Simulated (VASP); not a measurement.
# PtS2 (P-3m1) in VASP: single point with HSE06

Aim: the single point of PtS2 with HSE06.

Program: VASP 6.6.1. These are calculated values, not measurements. Logs are shortened: lines on timing, memory, paths and dates and some standing lists are left out, and cuts for length are marked.

**1. The cell of the first run**

Symmetry: P-3m1, No. 164, trigonal system. The conventional cell has a = 3.553 Å, b = 3.553 Å, c = 5.020 Å, α = 90.00°, β = 90.00°, γ = 120.00°. Within 3.2 Å of Pt (site symmetry -3m) lie 6 S at 2.39 Å. Within 3.3 Å of S (site symmetry 3m) lie 3 Pt at 2.39 Å and 6 S at 3.19 to 3.29 Å.

**2. Single point, HSE06 (uniaxial z strain -2.0%)**

POSCAR

```
PtS2
1.0
    3.5526415781      0.0000000000      0.0000000000
   -1.7763207890      3.0766778572      0.0000000000
    0.0000000000      0.0000000000      5.0202568409
Pt S
1 2
Direct
    0.0000000000      0.0000000000      0.0000000000
    0.3333333333      0.6666666667      0.2435719039
    0.6666666667      0.3333333333      0.7564280961
```

INCAR.step1

```
PREC = Accurate ; ENCUT = 520
EDIFF = 1E-5 ; ISMEAR = 0
SIGMA = 0.01 ; LREAL = F
LASPH = T ; NELM = 100
ALGO = Normal ; ISIF = 2
LWAVE = T ; NBANDS = 18
GGA = PE
```

INCAR.step2

```
PREC = Accurate ; ENCUT = 520
EDIFF = 1E-6 ; ISMEAR = 0
SIGMA = 0.01 ; LREAL = F
LASPH = T ; NELM = 100
ALGO = Normal ; ISIF = 2
LWAVE = F ; LCHARG = T
GGA = PE ; LHFCALC = T
HFSCREEN = 0.2079 ; PRECFOCK = Normal
LELF = T ; LVHAR = T
NBANDS = 18 ; ISTART = 1
```

KPOINTS

```
regular mesh
0
Gamma
  6 6 4
```

Potentials or basis: VASP PAW PBE potentials, release 64 (Pt, S).

Command:

```sh
> cat potpaw_PBE.64/Pt/POTCAR potpaw_PBE.64/S/POTCAR > POTCAR
> cp INCAR.step1 INCAR
> mpirun -np 1 vasp_std > vasp.out
> cp INCAR.step2 INCAR
> mpirun -np 1 vasp_std > vasp.out
```

OUTCAR:

```text
PREC = Accurate
   ENCUT = 520
   EDIFF = 1E-6
   ISMEAR = 0
   LREAL = F
   LASPH = T
   NELM = 100
   ISIF = 2
   GGA = PE
   LHFCALC = T
   HFSCREEN = 0.2079
   PRECFOCK = Normal
   ISTART = 1

 ion  position               nearest neighbor table
   1  0.000  0.000  0.000-   2 2.39   3 2.39   2 2.39   3 2.39   3 2.39   2 2.39
   2  0.333  0.667  0.244-   1 2.39   1 2.39   1 2.39
   3  0.667  0.333  0.756-   1 2.39   1 2.39   1 2.39

  LATTYP: Found a hexagonal cell.
 ALAT       =     3.5526415781
 C/A-ratio  =     1.4131053557

  Lattice vectors:

 A1 = (   3.5526415781,   0.0000000000,   0.0000000000)
 A2 = (  -1.7763207890,   3.0766778572,   0.0000000000)
 A3 = (   0.0000000000,   0.0000000000,   5.0202568409)

Analysis of symmetry for initial positions (statically):
=====================================================================
 Subroutine PRICEL returns:
 Original cell was already a primitive cell.

 Routine SETGRP: Setting up the symmetry group for a
 hexagonal supercell.

 Subroutine GETGRP returns: Found 12 space group operations
 (whereof 12 operations were pure point group operations)
 out of a pool of 24 trial point group operations.

The static configuration has the point symmetry D_3d.

Analysis of symmetry for dynamics (positions and initial velocities):
=====================================================================
 Subroutine PRICEL returns:
 Original cell was already a primitive cell.

 Routine SETGRP: Setting up the symmetry group for a
 hexagonal supercell.

 Subroutine GETGRP returns: Found 12 space group operations
 (whereof 12 operations were pure point group operations)
 out of a pool of 24 trial point group operations.

The dynamic configuration has the point symmetry D_3d.

 Subroutine INISYM returns: Found 12 space group operations
 (whereof 12 operations are pure point group operations),
 and found     1 'primitive' translations

----------------------------------------------------------------------------------------

                                     Primitive cell

  volume of cell :      54.8731

  direct lattice vectors                    reciprocal lattice vectors
     3.552641578  0.000000000  0.000000000     0.281480689  0.162512952  0.000000000
    -1.776320789  3.076677857  0.000000000     0.000000000  0.325025903  0.000000000
     0.000000000  0.000000000  5.020256841     0.000000000  0.000000000  0.199192996

  length of vectors
     3.552641578  3.552641578  5.020256841     0.325025903  0.325025903  0.199192996

  position of ions in fractional coordinates (direct lattice)
     0.000000000  0.000000000  0.000000000
     0.333333333  0.666666667  0.243571904
     0.666666667  0.333333333  0.756428096

  ion indices of the primitive-cell ions
   primitive index   ion index
                 1           1
                 2           2
                 3           3

----------------------------------------------------------------------------------------

 KPOINTS: regular mesh

Automatic generation of k-mesh.
 Grid dimensions read from file:
 generate k-points for:    6    6    4

 Generating k-lattice:

  Cartesian coordinates                     Fractional coordinates (reciprocal lattice)
     0.046913448  0.027085492  0.000000000     0.166666667 -0.000000000  0.000000000
     0.000000000  0.054170984  0.000000000     0.000000000  0.166666667  0.000000000
     0.000000000  0.000000000  0.049798249     0.000000000  0.000000000  0.250000000

  Length of vectors
     0.054170984  0.054170984  0.049798249

  Shift w.r.t. Gamma in fractional coordinates (k-lattice)
     0.000000000  0.000000000  0.000000000

 Subroutine IBZKPT returns following result:
 ===========================================

 Found     24 irreducible k-points:

 Following reciprocal coordinates:
            Coordinates               Weight
  0.000000  0.000000  0.000000      1.000000
  0.166667 -0.000000  0.000000      6.000000
  0.333333 -0.000000  0.000000      6.000000
  0.500000  0.000000  0.000000      3.000000
  0.166667  0.166667  0.000000      6.000000
  0.333333  0.166667  0.000000     12.000000
[... 16 lines left out ...]
  0.333333  0.166667  0.500000     12.000000
  0.333333  0.333333  0.500000      2.000000
   k-points           NKPTS =     24   k-points in BZ     NKDIM =    144   number of bands    NBANDS=     18
   number of dos      NEDOS =    301   number of ions     NIONS =      3
   total plane-waves  NPLWV =  31360
   dimension x,y,z NGX =    28 NGY =   28 NGZ =   40
   dimension x,y,z NGXF=    56 NGYF=   56 NGZF=   80
   ions per type =               1   2
   NGX,Y,Z   is equivalent  to a cutoff of  13.10, 13.10, 13.25 a.u.
   NGXF,Y,Z  is equivalent  to a cutoff of  26.21, 26.21, 26.49 a.u.
 SYSTEM =  unknown system
   PREC   = accura    normal or accurate (medium, high low for compatibility)
   ISTART =      1    job   : 0-new  1-cont  2-samecut
   ICHARG =      0    charge: 1-file 2-atom 10-const
   ISPIN  =      1    spin polarized calculation?
   LNONCOLLINEAR =      F non collinear calculations
   LSORBIT =      F    spin-orbit coupling
   LASPH  =      T    aspherical Exc in radial PAW
   ENCUT  =  520.0 eV  38.22 Ry    6.18 a.u.   6.61  6.61  9.33*2*pi/ulx,y,z
   NELM   =    100;   NELMIN=  2; NELMDL=  0     # of ELM steps
   EDIFF  = 0.1E-05   stopping-criterion for ELM
   LREAL  =      F    real-space projection
   EDIFFG = 0.1E-04   stopping-criterion for IOM
   NSW    =      0    number of steps for IOM
   IBRION =     -1    ionic relax: 0-MD 1-quasi-New 2-CG
   NFREE  =      0    steps in history (QN), initial steepest desc. (CG)
   ISIF   =      2    stress and relaxation
   ISYM   =      3    0-nonsym 1-usesym 2-fastsym
   POTIM  = 0.5000    time-step for ionic-motion
   TEBEG  =    0.0;   TEEND  =   0.0 temperature during run
   PSTRESS=    0.0 pullay stress
   NELECT =      22.0000    total number of electrons
   NUPDOWN=      -1.0000    fix difference up-down
   EMIN   =  10.00;   EMAX   =-10.00  energy-range for DOS
   EFERMI =   0.00;   METHOD = LEGACY
   ISMEAR =     0;   SIGMA  =   0.01  broadening in eV -4-tet -1-fermi 0-gaus
   EFERMI_NEDOS =   21; number of points for ismear=-14 and -15
   IALGO  =     38    algorithm
   IMIX   =      1    mixing-type and parameters
     AMIX     =   0.40;   BMIX     =  1.00
     AMIX_MAG =   1.60;   BMIX_MAG =  1.00
  volume/ion in A,a.u.               =      18.29       123.43
  Fermi-wavevector in a.u.,A,eV,Ry     =   1.207154  2.281190 19.826686  1.457220
  Thomas-Fermi vector in A             =   2.342800
   LORBIT       =      0    0 simple, 1 ext, 2 COOP (PROOUT), +10 PAW based schemes
   GGA     = PE    functional components
   LHFCALC =     T    Hartree Fock is set to
   PRECFOCK=normal    Normal, Fast or Accurate (Low or Medium for compatibility)
   ENCUT4O =  -1.0   cutoff for four orbital integrals eV
   NKREDX  =     1    reduce k-point grid by
   NKREDY  =     1    reduce k-point grid by
   NKREDZ  =     1    reduce k-point grid by
   AEXX    =    0.2500 exact exchange contribution
   HFSCREEN=    0.2079 screening length (either q_TF or 0.3 A-1)
   HFSCREENC=   0.2079 screening length for correlation (either q_TF or 0.3 A-1)
   ENCUTFOCK=  -1.0 apply spherical cutoff to Coloumb kernel
   IVDW    =     0    specifies the selected vdW correction
   LEPSILON=     F    determine dielectric tensor
   LRPA    =     F    only Hartree local field effects (RPA)
 non-spin polarized calculation
 Gauss-broadening in eV      SIGMA  =   0.01
  energy-cutoff  :      520.00
  volume of cell :       54.87
 maximum number of plane-waves:      1507
 NGX is ok and might be reduce to    28
  NGX = 20; NGY = 20; NGZ = 30

 number of electron      22.0000001 magnetization

 Free energy of the ion-electron system (eV)
  ---------------------------------------------------
  ext. energy  EPLUGINS =         0.00000000
  ---------------------------------------------------
  free energy    TOTEN  =       -18.61371979 eV

  energy without entropy =      -18.61371979  energy(sigma->0) =      -18.61371979

 E-fermi :   6.4712     XC(G=0):  -8.7954

 val. band max:        6.4223407879   @ k =   0.0000   0.0000   0.0000
 cond. band min:       7.6377469608   @ k =   0.0000   0.3333   0.2500
 fundamental gap:      1.2154061729
 Fermi energy:         6.4712286502

 k-point     1 :       0.0000    0.0000    0.0000
  band No.  band energies     occupation
      1     -10.5517      2.00000
      2      -7.3372      2.00000
      3      -1.5750      2.00000
      4      -0.9782      2.00000
      5      -0.9782      2.00000
      6       1.6523      2.00000
[... 10 lines left out ...]
     17      15.3368      0.00000
     18      20.2729      0.00000

 k-point     2 :       0.1667   -0.0000    0.0000
  band No.  band energies     occupation
      1     -10.1761      2.00000
      2      -7.5209      2.00000
      3      -1.1854      2.00000
      4      -0.7279      2.00000
      5      -0.7266      2.00000
      6       1.2099      2.00000
[... 10 lines left out ...]
     17      16.3533      0.00000
     18      17.3356      0.00000

 k-point     3 :       0.3333   -0.0000    0.0000
  band No.  band energies     occupation
      1      -9.2361      2.00000
      2      -7.8948      2.00000
      3      -0.9960      2.00000
      4      -0.2975      2.00000
      5       0.0095      2.00000
      6       0.4488      2.00000
[... 10 lines left out ...]
     17      16.0146      0.00000
     18      16.8833      0.00000

 k-point     4 :       0.5000    0.0000    0.0000
  band No.  band energies     occupation
      1      -8.4464      2.00000
      2      -8.2590      2.00000
      3      -1.8010      2.00000
      4      -0.2116      2.00000
      5       0.2982      2.00000
      6       1.6956      2.00000
[... 375 lines left out ...]
      4      -0.6420      2.00000
      5       0.1879      2.00000
      6       0.8710      2.00000
[... 10 lines left out ...]
     17      16.3274      0.00000
     18      16.7437      0.00000

 k-point    23 :       0.3333    0.1667    0.5000
  band No.  band energies     occupation
      1      -8.4773      2.00000
      2      -8.1609      2.00000
      3      -1.5474      2.00000
      4      -0.6869      2.00000
      5       0.3120      2.00000
      6       1.0645      2.00000
[... 10 lines left out ...]
     17      16.3519      0.00000
     18      17.8397      0.00000

 k-point    24 :       0.3333    0.3333    0.5000
  band No.  band energies     occupation
      1      -8.1876      2.00000
      2      -8.1876      2.00000
      3      -0.8010      2.00000
      4      -0.8010      2.00000
      5      -0.4459      2.00000
      6       1.4666      2.00000
[... 10 lines left out ...]
     17      15.2943      0.00000
     18      18.0519      0.00000

------------------------ aborting loop because EDIFF is reached ----------------------------------------

  FORCE on cell =-STRESS in cart. coord.  units (eV):
  Direction    XX          YY          ZZ          XY          YZ          ZX
  --------------------------------------------------------------------------------------
  -------------------------------------------------------------------------------------
  Total       -0.4532326     -0.4532326      0.0122536     -0.0000000      0.0000000     -0.0000000
  in kB      -13.2334293    -13.2334293      0.3577784     -0.0000000      0.0000000     -0.0000000
  external PRESSURE =      -8.7030267 kB  Pullay stress =       0.0000000 kB

 VOLUME and BASIS-vectors are now :
 -----------------------------------------------------------------------------
  energy-cutoff  :      520.00
  volume of cell :       54.87
      direct lattice vectors                 reciprocal lattice vectors
     3.552641578  0.000000000  0.000000000     0.281480689  0.162512952  0.000000000
    -1.776320789  3.076677857  0.000000000     0.000000000  0.325025903  0.000000000
     0.000000000  0.000000000  5.020256841     0.000000000  0.000000000  0.199192996

 POSITION                                       TOTAL-FORCE (eV/Angst)
 -----------------------------------------------------------------------------------
      0.00000      0.00000      0.00000        -0.000000      0.000000      0.000000
     -0.00000      2.05112      1.22279        -0.000000      0.000000     -0.404632
      1.77632      1.02556      3.79746         0.000000      0.000000      0.404632
 -----------------------------------------------------------------------------------
    total drift:                               -0.000000     -0.000000      0.000000

  FREE ENERGIE OF THE ION-ELECTRON SYSTEM (eV)
  ---------------------------------------------------
  free  energy   TOTEN  =       -18.6137197933 eV

  energy  without entropy=      -18.6137197933  energy(sigma->0) =      -18.61371979
```

Wall time 68 min (1 thread of Oxide Virtual Turin-like, shared host); peak memory 0.27 GiB.

Results:

```yaml
Free_energy: -18.6137 eV
Pressure: -0.9 GPa
Largest_force: 0.405 eV/Å
Band_gap_on_the_k_mesh: 1.22 eV (least direct gap 2.08 eV)
```

Forces on the atoms (eV/Å):
```
Pt   0.000  0.000  0.000
S    0.000  0.000 -0.405
S    0.000  0.000  0.405
```

Caveat: the cell differs from its parent crystal (uniaxial z strain -2.0%); the PAW data sets were made with another functional, which shifts forces and pressure a little; spin-orbit coupling is left out, which moves the levels of the heavy elements. A k mesh can miss the band edges.
